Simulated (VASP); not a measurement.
# NbP (I4_1md) in VASP: notebook

The runs below take NbP through single point, with PBE.

All numbers are computed with VASP 6.6.1; they aren't measurements. Logs are shortened: lines on timing, memory, paths and dates and some standing lists are left out, and cuts for length are marked.

### 1 The cell of the first run

The structure is tetragonal, space group I4_1md (No. 109). Conventional cell: a = 3.350 Å, b = 3.350 Å, c = 11.480 Å, α = 90.00°, β = 90.00°, γ = 90.00°. Within 3.4 Å of Nb (site symmetry 2mm) lie 6 P at 2.55 Å and 8 Nb at 3.32 to 3.35 Å. P (site symmetry 2mm) has 6 Nb at 2.55 Å and 8 P at 3.32 to 3.35 Å within 3.4 Å.

### 2 Single point, PBE

Contents of INCAR:

```
SYSTEM = NbP
PREC = Accurate
ENCUT = 520
EDIFF = 1E-6
ISMEAR = 0
SIGMA = 0.028999999999999998
LREAL = .FALSE.
LASPH = .TRUE.
NELM = 100
ALGO = Normal
ISIF = 2
LWAVE = .FALSE.
LCHARG = .FALSE.
GGA = PE
NBANDS = 26
```

Contents of KPOINTS:

```
Automatic mesh
0
G
  11 11 11
  0 0 0
```

Contents of POSCAR:

```
NbP
1.0
   -1.6749232544      1.6749232544      5.7401081759
    1.6749232544     -1.6749232544      5.7401081759
    1.6749232544      1.6749232544     -5.7401081759
Nb P
2 2
Direct
    0.2498808000      0.7498808000      0.5000000000
    0.4998808000      0.4998808000      0.0000000000
    0.8327477700      0.3327477700      0.5000000000
    0.0827477700      0.0827477700      0.0000000000
```

Potentials or basis: VASP PAW PBE potentials, release 64 (Nb_sv, P).

Run with:

```console
$ cat potpaw_PBE.64/Nb_sv/POTCAR potpaw_PBE.64/P/POTCAR > POTCAR
$ mpirun -np 1 vasp_std > vasp.out
```

OUTCAR:

```text
SYSTEM = NbP
   PREC = Accurate
   ENCUT = 520
   EDIFF = 1E-6
   ISMEAR = 0
   LREAL = .FALSE.
   LASPH = .TRUE.
   NELM = 100
   ISIF = 2
   GGA = PE

 ion  position               nearest neighbor table
   1  0.250  0.750  0.500-   4 2.55   4 2.55   3 2.55   3 2.55   3 2.55   3 2.55
   2  0.500  0.500  0.000-   3 2.55   3 2.55   4 2.55   4 2.55   4 2.55   4 2.55
   3  0.833  0.333  0.500-   2 2.55   2 2.55   1 2.55   1 2.55   1 2.55   1 2.55
   4  0.083  0.083  0.000-   1 2.55   1 2.55   2 2.55   2 2.55   2 2.55   2 2.55

  LATTYP: Found a body centered tetragonal cell.
 ALAT       =     3.3498465088
 C/A-ratio  =     3.4270872775

  Lattice vectors:

 A1 = (  -1.6749232544,   1.6749232544,   5.7401081759)
 A2 = (   1.6749232544,  -1.6749232544,   5.7401081759)
 A3 = (   1.6749232544,   1.6749232544,  -5.7401081759)

Analysis of symmetry for initial positions (statically):
=====================================================================
 Subroutine PRICEL returns:
 Original cell was already a primitive cell.

 Routine SETGRP: Setting up the symmetry group for a
 body centered tetragonal supercell.

 Subroutine GETGRP returns: Found  8 space group operations
 (whereof  4 operations were pure point group operations)
 out of a pool of 16 trial point group operations.

The static configuration has the point symmetry C_2v.
 The point group associated with its full space group is C_4v.

Analysis of symmetry for dynamics (positions and initial velocities):
=====================================================================
 Subroutine PRICEL returns:
 Original cell was already a primitive cell.

 Routine SETGRP: Setting up the symmetry group for a
 body centered tetragonal supercell.

 Subroutine GETGRP returns: Found  8 space group operations
 (whereof  4 operations were pure point group operations)
 out of a pool of 16 trial point group operations.

The dynamic configuration has the point symmetry C_2v.
 The point group associated with its full space group is C_4v.

 Subroutine INISYM returns: Found  8 space group operations
 (whereof  4 operations are pure point group operations),
 and found     1 'primitive' translations

----------------------------------------------------------------------------------------

                                     Primitive cell

  volume of cell :      64.4125

  direct lattice vectors                    reciprocal lattice vectors
    -1.674923254  1.674923254  5.740108176     0.000000000  0.298521140  0.087106372
     1.674923254 -1.674923254  5.740108176     0.298521140  0.000000000  0.087106372
     1.674923254  1.674923254 -5.740108176     0.298521140  0.298521140  0.000000000

  length of vectors
     6.209635874  6.209635874  6.209635874     0.310970081  0.310970081  0.422172645

  position of ions in fractional coordinates (direct lattice)
     0.249880800  0.749880800  0.500000000
     0.499880800  0.499880800  0.000000000
     0.832747770  0.332747770  0.500000000
     0.082747770  0.082747770  0.000000000

  ion indices of the primitive-cell ions
   primitive index   ion index
                 1           1
                 2           2
                 3           3
                 4           4

----------------------------------------------------------------------------------------

 KPOINTS: Automatic mesh

Automatic generation of k-mesh.
 Grid dimensions read from file:
 generate k-points for:   11   11   11

 Generating k-lattice:

  Cartesian coordinates                     Fractional coordinates (reciprocal lattice)
     0.000000000  0.027138285  0.007918761     0.090909091  0.000000000 -0.000000000
     0.027138285  0.000000000  0.007918761     0.000000000  0.090909091 -0.000000000
     0.027138285  0.027138285  0.000000000     0.000000000  0.000000000  0.090909091

  Length of vectors
     0.028270007  0.028270007  0.038379331

  Shift w.r.t. Gamma in fractional coordinates (k-lattice)
     0.000000000  0.000000000  0.000000000

 Subroutine IBZKPT returns following result:
 ===========================================

 Found    126 irreducible k-points:

 Following reciprocal coordinates:
            Coordinates               Weight
  0.000000  0.000000  0.000000      1.000000
  0.090909  0.000000 -0.000000      8.000000
  0.181818 -0.000000  0.000000      8.000000
  0.272727 -0.000000  0.000000      8.000000
  0.363636 -0.000000  0.000000      8.000000
  0.454545  0.000000  0.000000      8.000000
[... 16 lines left out ...]
 -0.272727  0.181818  0.000000     16.000000
 -0.181818  0.181818  0.000000      4.000000
 [... further k-points ...]
   k-points           NKPTS =    126   k-points in BZ     NKDIM =    126   number of bands    NBANDS=     26
   number of dos      NEDOS =    301   number of ions     NIONS =      4
   total plane-waves  NPLWV = 110592
   dimension x,y,z NGX =    48 NGY =   48 NGZ =   48
   dimension x,y,z NGXF=    96 NGYF=   96 NGZF=   96
   ions per type =               2   2
   NGX,Y,Z   is equivalent  to a cutoff of  12.85, 12.85, 12.85 a.u.
   NGXF,Y,Z  is equivalent  to a cutoff of  25.70, 25.70, 25.70 a.u.
 SYSTEM =  NbP
   PREC   = accura    normal or accurate (medium, high low for compatibility)
   ISTART =      0    job   : 0-new  1-cont  2-samecut
   ICHARG =      2    charge: 1-file 2-atom 10-const
   ISPIN  =      1    spin polarized calculation?
   LNONCOLLINEAR =      F non collinear calculations
   LSORBIT =      F    spin-orbit coupling
   LASPH  =      T    aspherical Exc in radial PAW
   ENCUT  =  520.0 eV  38.22 Ry    6.18 a.u.  11.55 11.55 11.55*2*pi/ulx,y,z
   NELM   =    100;   NELMIN=  2; NELMDL= -5     # of ELM steps
   EDIFF  = 0.1E-05   stopping-criterion for ELM
   LREAL  =      F    real-space projection
   EDIFFG = 0.1E-04   stopping-criterion for IOM
   NSW    =      0    number of steps for IOM
   IBRION =     -1    ionic relax: 0-MD 1-quasi-New 2-CG
   NFREE  =      0    steps in history (QN), initial steepest desc. (CG)
   ISIF   =      2    stress and relaxation
   ISYM   =      2    0-nonsym 1-usesym 2-fastsym
   POTIM  = 0.5000    time-step for ionic-motion
   TEBEG  =    0.0;   TEEND  =   0.0 temperature during run
   PSTRESS=    0.0 pullay stress
   NELECT =      36.0000    total number of electrons
   NUPDOWN=      -1.0000    fix difference up-down
   EMIN   =  10.00;   EMAX   =-10.00  energy-range for DOS
   EFERMI =   0.00;   METHOD = LEGACY
   ISMEAR =     0;   SIGMA  =   0.03  broadening in eV -4-tet -1-fermi 0-gaus
   EFERMI_NEDOS =   21; number of points for ismear=-14 and -15
   IALGO  =     38    algorithm
   IMIX   =      4    mixing-type and parameters
     AMIX     =   0.40;   BMIX     =  1.00
     AMIX_MAG =   1.60;   BMIX_MAG =  1.00
  volume/ion in A,a.u.               =      16.10       108.67
  Fermi-wavevector in a.u.,A,eV,Ry     =   1.348504  2.548304 24.741706  1.818464
  Thomas-Fermi vector in A             =   2.476168
   LORBIT       =      0    0 simple, 1 ext, 2 COOP (PROOUT), +10 PAW based schemes
   GGA     = PE    functional components
   LHFCALC =     F    Hartree Fock is set to
   AEXX    =    0.0000 exact exchange contribution
   IVDW    =     0    specifies the selected vdW correction
   LEPSILON=     F    determine dielectric tensor
   LRPA    =     F    only Hartree local field effects (RPA)
 non-spin polarized calculation
 Gauss-broadening in eV      SIGMA  =   0.03
  energy-cutoff  :      520.00
  volume of cell :       64.41
 maximum number of plane-waves:      1751
 NGX is ok and might be reduce to    48
   NGX = 23   NGY = 23   NGZ = 23

 number of electron      35.9999999 magnetization

 Free energy of the ion-electron system (eV)
  ---------------------------------------------------
  ext. energy  EPLUGINS =         0.00000000
  ---------------------------------------------------
  free energy    TOTEN  =       -35.31337801 eV

  energy without entropy =      -35.31299839  energy(sigma->0) =      -35.31318820

 E-fermi :  10.5574     XC(G=0): -11.9883

 val. band max:       10.5499249460   @ k =  -0.1818  -0.4545   0.1818
 cond. band min:      10.5832573737   @ k =  -0.0909  -0.4545   0.0909
 fundamental gap:      0.0333324277
 Fermi energy:        10.5574097496

 k-point     1 :       0.0000    0.0000    0.0000
  band No.  band energies     occupation
      1     -44.3916      2.00000
      2     -44.3548      2.00000
      3     -20.6512      2.00000
      4     -20.4521      2.00000
      5     -20.4521      2.00000
      6     -20.3098      2.00000
[... 18 lines left out ...]
     25      14.6248      0.00000
     26      14.6249      0.00000

 k-point     2 :       0.0909    0.0000   -0.0000
  band No.  band energies     occupation
      1     -44.3897      2.00000
      2     -44.3541      2.00000
      3     -20.6438      2.00000
      4     -20.4739      2.00000
      5     -20.4504      2.00000
      6     -20.3318      2.00000
[... 18 lines left out ...]
     25      14.6435      0.00000
     26      15.0133      0.00000

 k-point     3 :       0.1818   -0.0000    0.0000
  band No.  band energies     occupation
      1     -44.3844      2.00000
      2     -44.3521      2.00000
      3     -20.6266      2.00000
      4     -20.5284      2.00000
      5     -20.4457      2.00000
      6     -20.3857      2.00000
[... 18 lines left out ...]
     25      15.0499      0.00000
     26      15.8353      0.00000

 k-point     4 :       0.2727   -0.0000    0.0000
  band No.  band energies     occupation
      1     -44.3772      2.00000
      2     -44.3497      2.00000
      3     -20.6382      2.00000
      4     -20.5650      2.00000
      5     -20.4497      2.00000
      6     -20.4395      2.00000
[... 18 lines left out ...]
     25      15.2781      0.00000
     26      16.5720      0.00000
[... 496 lines left out ...]
      1     -44.3651      2.00000
      2     -44.3433      2.00000
      3     -20.6835      2.00000
      4     -20.5569      2.00000
      5     -20.5075      2.00000
      6     -20.4811      2.00000
[... 18 lines left out ...]
     25      15.1545      0.00000
     26      16.7676      0.00000

 k-point    23 :      -0.2727    0.1818    0.0000
  band No.  band energies     occupation
      1     -44.3720      2.00000
      2     -44.3451      2.00000
      3     -20.6263      2.00000
      4     -20.5638      2.00000
      5     -20.5064      2.00000
      6     -20.4435      2.00000
[... 18 lines left out ...]
     25      15.2159      0.00000
     26      16.3414      0.00000

 k-point    24 :      -0.1818    0.1818    0.0000
  band No.  band energies     occupation
      1     -44.3786      2.00000
      2     -44.3480      2.00000
      3     -20.6147      2.00000
      4     -20.5318      2.00000
      5     -20.5075      2.00000
      6     -20.3852      2.00000
[... 18 lines left out ...]
     25      14.7251      0.00000
     26      15.9397      0.00000

 [... further k-points ...]

------------------------ aborting loop because EDIFF is reached ----------------------------------------

  FORCE on cell =-STRESS in cart. coord.  units (eV):
  Direction    XX          YY          ZZ          XY          YZ          ZX
  --------------------------------------------------------------------------------------
  -------------------------------------------------------------------------------------
  Total       -0.5341742     -0.5341742     -0.6996420      0.0000000      0.0000000      0.0000000
  in kB      -13.2868988    -13.2868988    -17.4026984      0.0000000      0.0000000      0.0000000
  external PRESSURE =     -14.6588320 kB  Pullay stress =       0.0000000 kB

 VOLUME and BASIS-vectors are now :
 -----------------------------------------------------------------------------
  energy-cutoff  :      520.00
  volume of cell :       64.41
      direct lattice vectors                 reciprocal lattice vectors
    -1.674923254  1.674923254  5.740108176     0.000000000  0.298521140  0.087106372
     1.674923254 -1.674923254  5.740108176     0.298521140  0.000000000  0.087106372
     1.674923254  1.674923254 -5.740108176     0.298521140  0.298521140  0.000000000

 POSITION                                       TOTAL-FORCE (eV/Angst)
 -----------------------------------------------------------------------------------
      1.67492      0.00000      2.86869        -0.000000     -0.000000      0.018264
      0.00000      0.00000      5.73874         0.000000      0.000000      0.018264
      0.00000      1.67492      3.82002        -0.000000     -0.000000     -0.018264
      0.00000      0.00000      0.94996        -0.000000     -0.000000     -0.018264
 -----------------------------------------------------------------------------------
    total drift:                               -0.000000     -0.000000      0.000156

  FREE ENERGIE OF THE ION-ELECTRON SYSTEM (eV)
  ---------------------------------------------------
  free  energy   TOTEN  =       -35.3133780116 eV

  energy  without entropy=      -35.3129983874  energy(sigma->0) =      -35.31318820
```

Wall time 4.3 min (1 thread of Intel Xeon 6975P-C (Granite Rapids), shared host); peak memory 0.43 GiB.

Results:

```yaml
Free_energy: -35.3134 eV
Pressure: -1.5 GPa
Largest_force: 0.018 eV/Å
Band_gap_on_the_k_mesh: zero (filled and empty bands touch)
```

Forces in eV/Å, atoms in the order of the input:
```
Nb   0.000  0.000  0.018
Nb   0.000  0.000  0.018
P    0.000  0.000 -0.018
P    0.000  0.000 -0.018
```

Stress tensor (GPa, compression positive):
```
-1.33  0.00  0.00
 0.00 -1.33  0.00
 0.00  0.00 -1.74
```

### 3 Single point, PBE

Contents of INCAR:

```
SYSTEM = NbP
  PREC = Accurate
  ENCUT = 520
  EDIFF = 1E-6
  ISMEAR = 0
  SIGMA = 0.03
  LREAL = .FALSE.
  LASPH = .TRUE.
  NELM = 80
  ALGO = Normal
  ISIF = 2
  LWAVE = .FALSE.
  LCHARG = .FALSE.
  GGA = PE
  NBANDS = 26
```

KPOINTS is that of step 2.

POSCAR is that of step 2.

Potentials or basis: VASP PAW PBE potentials, release 64 (Nb_sv, P).

Run with:

```console
$ cat potpaw_PBE.64/Nb_sv/POTCAR potpaw_PBE.64/P/POTCAR > POTCAR
$ mpirun -np 1 vasp_std > vasp.out
```

It took 4.2 min on 1 thread of Intel Xeon 6975P-C (Granite Rapids), shared host; peak memory 0.43 GiB.

It converged, with:

* Free energy: -35.3134 eV
* Pressure: -1.5 GPa
* Largest force: 0.018 eV/Å
* Band gap on the k mesh: zero (filled and empty bands touch)

Forces on the atoms (eV/Å):
```
Nb   0.000  0.000  0.018
Nb   0.000  0.000  0.018
P    0.000  0.000 -0.018
P    0.000  0.000 -0.018
```

Stress tensor (GPa, compression positive):
```
-1.33  0.00  0.00
 0.00 -1.33  0.00
 0.00  0.00 -1.74
```

Levels at points of the mesh, in eV from the Fermi level:
| k point | band 14 | band 15 | band 16 | band 17 | band 18 | band 19 | band 20 | band 21 | band 22 | band 23 |
| --- | --- | --- | --- | --- | --- | --- | --- | --- | --- | --- |
| (0.00, 0.00, 0.00) | -2.23 | -2.12 | -1.70 | -1.35 | -1.35 | 0.83 | 1.60 | 2.64 | 3.13 | 3.13 |
